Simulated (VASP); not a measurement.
# In2Au (Fm-3m) in VASP: a series of runs, part 3 of 3

VASP 6.6.1. The steps go on from the part before.

## (4) Electric field gradients, LDA (22.45 Å³/atom)

This run uses another cell than the first one, of 22.45 Å³/atom.

Input file INCAR:

```
SYSTEM = In2Au
ALGO = Normal ; EDIFF = 1E-8
ENCUT = 520 ; GGA = CA
ISIF = 2 ; ISMEAR = -1
LASPH = .TRUE. ; LCHARG = .FALSE.
LEFG = .TRUE. ; LREAL = .FALSE.
LWAVE = .FALSE. ; NBANDS = 26
NELM = 60 ; PREC = Accurate
SIGMA = 0.05
```

Input file KPOINTS:

```
k-points
0
G
  10 10 10
  0 0 0
```

Input file POSCAR:

```
In2Au
1.0
    0.0000000000      3.2291805506      3.2291805506
    3.2291805506      0.0000000000      3.2291805506
    3.2291805506      3.2291805506      0.0000000000
In Au
2 1
Direct
    0.2500000000      0.2500000000      0.2500000000
    0.7500000000      0.7500000000      0.7500000000
    0.0000000000      0.0000000000      0.0000000000
```

Potentials or basis: VASP PAW LDA potentials, release 64 (In_d, Au).

Launch:

```sh
$ cat potpaw_LDA.64/In_d/POTCAR potpaw_LDA.64/Au/POTCAR > POTCAR
$ mpirun -np 1 vasp_std > vasp.out
```

OUTCAR:

```text
SYSTEM = In2Au
   EDIFF = 1E-8
   ENCUT = 520
   GGA = CA
   ISIF = 2
   ISMEAR = -1
   LASPH = .TRUE.
   LREAL = .FALSE.
   NELM = 60
   PREC = Accurate

 ion  position               nearest neighbor table
   1  0.250  0.250  0.250-   3 2.80   3 2.80   3 2.80   3 2.80   2 3.23   2 3.23   2 3.23   2 3.23
                             2 3.23   2 3.23
   2  0.750  0.750  0.750-   3 2.80   3 2.80   3 2.80   3 2.80   1 3.23   1 3.23   1 3.23   1 3.23
                             1 3.23   1 3.23
   3  0.000  0.000  0.000-   2 2.80   2 2.80   2 2.80   1 2.80   2 2.80   1 2.80   1 2.80   1 2.80

  LATTYP: Found a face centered cubic cell.
 ALAT       =     6.4583611012

  Lattice vectors:

 A1 = (   0.0000000000,   3.2291805506,   3.2291805506)
 A2 = (   3.2291805506,   0.0000000000,   3.2291805506)
 A3 = (   3.2291805506,   3.2291805506,   0.0000000000)

Analysis of symmetry for initial positions (statically):
=====================================================================
 Subroutine PRICEL returns:
 Original cell was already a primitive cell.

 Routine SETGRP: Setting up the symmetry group for a
 face centered cubic supercell.

 Subroutine GETGRP returns: Found 48 space group operations
 (whereof 48 operations were pure point group operations)
 out of a pool of 48 trial point group operations.

The static configuration has the point symmetry O_h .

Analysis of symmetry for dynamics (positions and initial velocities):
=====================================================================
 Subroutine PRICEL returns:
 Original cell was already a primitive cell.

 Routine SETGRP: Setting up the symmetry group for a
 face centered cubic supercell.

[... 855 lines left out ...]
     26      18.3546      0.00000

 [... further k-points ...]

------------------------ aborting loop because EDIFF is reached ----------------------------------------

  FORCE on cell =-STRESS in cart. coord.  units (eV):
  Direction    XX          YY          ZZ          XY          YZ          ZX
  --------------------------------------------------------------------------------------
  -------------------------------------------------------------------------------------
  Total        0.1156084      0.1156084      0.1156084      0.0000000      0.0000000      0.0000000
  in kB        2.7503807      2.7503807      2.7503807      0.0000000      0.0000000      0.0000000
  external PRESSURE =       2.7503807 kB  Pullay stress =       0.0000000 kB

 VOLUME and BASIS-vectors are now :
 -----------------------------------------------------------------------------
  energy-cutoff  :      520.00
  volume of cell :       67.35
      direct lattice vectors                 reciprocal lattice vectors
     0.000000000  3.229180551  3.229180551    -0.154838044  0.154838044  0.154838044
     3.229180551  0.000000000  3.229180551     0.154838044 -0.154838044  0.154838044
     3.229180551  3.229180551  0.000000000     0.154838044  0.154838044 -0.154838044

 POSITION                                       TOTAL-FORCE (eV/Angst)
 -----------------------------------------------------------------------------------
      1.61459      1.61459      1.61459        -0.000000     -0.000000     -0.000000
      4.84377      4.84377      4.84377         0.000000      0.000000      0.000000
      0.00000      0.00000      0.00000         0.000000      0.000000      0.000000
 -----------------------------------------------------------------------------------
    total drift:                                0.000000      0.000000      0.000000

  FREE ENERGIE OF THE ION-ELECTRON SYSTEM (eV)
  ---------------------------------------------------
  free  energy   TOTEN  =       -11.6938312511 eV

  energy  without entropy=      -11.6847570569  energy(sigma->0) =      -11.68929415

 Electric field gradients (V/A^2)
---------------------------------------------------------------------
 ion       V_xx      V_yy      V_zz      V_xy      V_xz      V_yz
---------------------------------------------------------------------
   1      -0.000    -0.000    -0.000     0.001     0.001     0.001
   2      -0.000    -0.000    -0.000     0.001     0.001     0.001
   3       0.000     0.000     0.000    -0.000    -0.000    -0.000
---------------------------------------------------------------------

 Electric field gradients after diagonalization (V/A^2)
 (convention: |V_zz| > |V_xx| > |V_yy|)
----------------------------------------------------------------------
 ion       V_xx      V_yy      V_zz     asymmetry (V_yy - V_xx)/ V_zz
----------------------------------------------------------------------
   1      -0.001    -0.001     0.002       0.000
   2      -0.001    -0.001     0.002       0.000
   3       0.000     0.000    -0.000       0.000
----------------------------------------------------------------------

           NMR quadrupolar parameters

 Cq : quadrupolar parameter    Cq=e*Q*V_zz/h
 eta: asymmetry parameters     (V_yy - V_xx)/ V_zz
 Q  : nuclear electric quadrupole moment in mb (millibarn)
----------------------------------------------------------------------
 ion       Cq(MHz)       eta       Q (mb)
----------------------------------------------------------------------
   1       0.000       0.000       1.000
   2       0.000       0.000       1.000
   3      -0.000       0.000       1.000
----------------------------------------------------------------------
```

Run time: 31 s. Hardware: 1 thread of Intel Xeon 6975P-C (Granite Rapids), shared host; peak memory 0.21 GiB.

What came out:

```yaml
Free_energy: -11.6938 eV
Pressure: 0.3 GPa
Band_gap_on_the_k_mesh: zero (an odd number of electrons rules out a gap without spin polarisation)
Largest_electric_field_gradient_by_atom: zero within the noise of the run
```

Levels at points of the mesh, in eV from the Fermi level:
| k point | band 17 | band 18 | band 19 | band 20 | band 21 | band 22 |
| --- | --- | --- | --- | --- | --- | --- |
| (0.00, 0.00, 0.00) | 0.30 | 3.14 | 3.14 | 3.14 | 3.82 | 3.82 |
| (0.50, 0.00, 0.00) | -4.75 | 0.86 | 0.86 | 1.83 | 2.78 | 3.70 |
| (0.50, 0.50, 0.00) | -4.30 | -1.96 | -1.96 | -0.22 | 2.48 | 9.12 |

Caveat: spin-orbit coupling is left out, which moves the levels of the heavy elements.

## (5) Electric field gradients, LDA (22.45 Å³/atom)

This run uses another cell than the first one, of 22.45 Å³/atom.

Input file INCAR:

```
PREC = Accurate
ENCUT = 520
EDIFF = 1E-8
ISMEAR = -1
SIGMA = 0.05
LREAL = False
LASPH = True
NELM = 60
ALGO = Normal
ISIF = 2
LWAVE = False
LCHARG = False
LEFG = True
NBANDS = 26
```

Input file KPOINTS:

```
Automatic mesh
0
Gamma
  10 10 10
```

POSCAR is that of step 4.

Potentials or basis: VASP PAW LDA potentials, release 64 (In_d, Au).

Launch:

```sh
$ cat potpaw_LDA.64/In_d/POTCAR potpaw_LDA.64/Au/POTCAR > POTCAR
$ mpirun -np 1 vasp_std > vasp.out
```

OUTCAR:

```text
PREC = Accurate
   ENCUT = 520
   EDIFF = 1E-8
   ISMEAR = -1
   LREAL = False
   LASPH = True
   NELM = 60
   ISIF = 2

 ion  position               nearest neighbor table
   1  0.250  0.250  0.250-   3 2.80   3 2.80   3 2.80   3 2.80   2 3.23   2 3.23   2 3.23   2 3.23
                             2 3.23   2 3.23
   2  0.750  0.750  0.750-   3 2.80   3 2.80   3 2.80   3 2.80   1 3.23   1 3.23   1 3.23   1 3.23
                             1 3.23   1 3.23
   3  0.000  0.000  0.000-   2 2.80   2 2.80   2 2.80   1 2.80   2 2.80   1 2.80   1 2.80   1 2.80

  LATTYP: Found a face centered cubic cell.
 ALAT       =     6.4583611012

  Lattice vectors:

[... 919 lines left out ...]
---------------------------------------------------------------------
 ion       V_xx      V_yy      V_zz      V_xy      V_xz      V_yz
---------------------------------------------------------------------
   1      -0.000    -0.000    -0.000     0.001     0.001     0.001
   2      -0.000    -0.000    -0.000     0.001     0.001     0.001
   3       0.000     0.000     0.000    -0.000    -0.000    -0.000
---------------------------------------------------------------------

 Electric field gradients after diagonalization (V/A^2)
 (convention: |V_zz| > |V_xx| > |V_yy|)
----------------------------------------------------------------------
 ion       V_xx      V_yy      V_zz     asymmetry (V_yy - V_xx)/ V_zz
----------------------------------------------------------------------
   1      -0.001    -0.001     0.002       0.000
   2      -0.001    -0.001     0.002       0.000
   3       0.000     0.000    -0.000       0.000
----------------------------------------------------------------------

           NMR quadrupolar parameters

 Cq : quadrupolar parameter    Cq=e*Q*V_zz/h
 eta: asymmetry parameters     (V_yy - V_xx)/ V_zz
 Q  : nuclear electric quadrupole moment in mb (millibarn)
----------------------------------------------------------------------
 ion       Cq(MHz)       eta       Q (mb)
----------------------------------------------------------------------
   1       0.000       0.000       1.000
   2       0.000       0.000       1.000
   3      -0.000       0.000       1.000
----------------------------------------------------------------------
```

OSZICAR:

```text
N       E                     dE             d eps       ncg     rms          rms(c)
DAV:   1     0.340334540039E+03    0.34033E+03   -0.17745E+04  2500   0.188E+03
DAV:   2     0.180417787551E+02   -0.32229E+03   -0.31043E+03  2458   0.440E+02
DAV:   3    -0.115538649794E+02   -0.29596E+02   -0.29163E+02  2818   0.148E+02
DAV:   4    -0.124369155138E+02   -0.88305E+00   -0.88120E+00  2944   0.256E+01
DAV:   5    -0.124793018214E+02   -0.42386E-01   -0.42383E-01  3660   0.510E+00    0.872E+00
DAV:   6    -0.117779393505E+02    0.70136E+00   -0.27260E+00  2592   0.126E+01    0.485E+00
DAV:   7    -0.117174800524E+02    0.60459E-01   -0.14326E-01  3372   0.465E+00    0.278E+00
DAV:   8    -0.116950764499E+02    0.22404E-01   -0.37413E-02  3194   0.217E+00    0.282E-01
DAV:   9    -0.116938669465E+02    0.12095E-02   -0.56746E-03  3334   0.110E+00    0.244E-01
DAV:  10    -0.116938293069E+02    0.37640E-04   -0.49822E-04  2850   0.240E-01    0.520E-02
DAV:  11    -0.116938298758E+02   -0.56893E-06   -0.15307E-05  3504   0.333E-02    0.179E-02
DAV:  12    -0.116938312385E+02   -0.13627E-05   -0.25789E-06  2730   0.128E-02    0.397E-03
DAV:  13    -0.116938312516E+02   -0.13132E-07   -0.41305E-07  3300   0.673E-03    0.119E-03
DAV:  14    -0.116938312511E+02    0.49931E-09   -0.29538E-08  2430   0.157E-03
   1 F= -.11693831E+02 E0= -.11689294E+02  d E =-.907419E-02
```

It took 30 s on 1 thread of Intel Xeon 6975P-C (Granite Rapids), shared host; peak memory 0.21 GiB.

What came out:

- Free energy: -11.6938 eV
- Pressure: 0.3 GPa
- Band gap on the k mesh: zero (an odd number of electrons rules out a gap without spin polarisation)
- Largest electric field gradient by atom: zero within the noise of the run

Levels at points of the mesh, in eV from the Fermi level:
```csv
k point,band 16,band 17,band 18,band 19,band 20,band 21,band 22,band 23
"(0.00, 0.00, 0.00)",-4.85,0.30,3.14,3.14,3.14,3.82,3.82,3.82
"(0.50, 0.00, 0.00)",-4.87,-4.75,0.86,0.86,1.83,2.78,3.70,3.70
"(0.50, 0.50, 0.00)",-4.89,-4.30,-1.96,-1.96,-0.22,2.48,9.12,9.12
```

Caveat: spin-orbit coupling is left out, which moves the levels of the heavy elements.
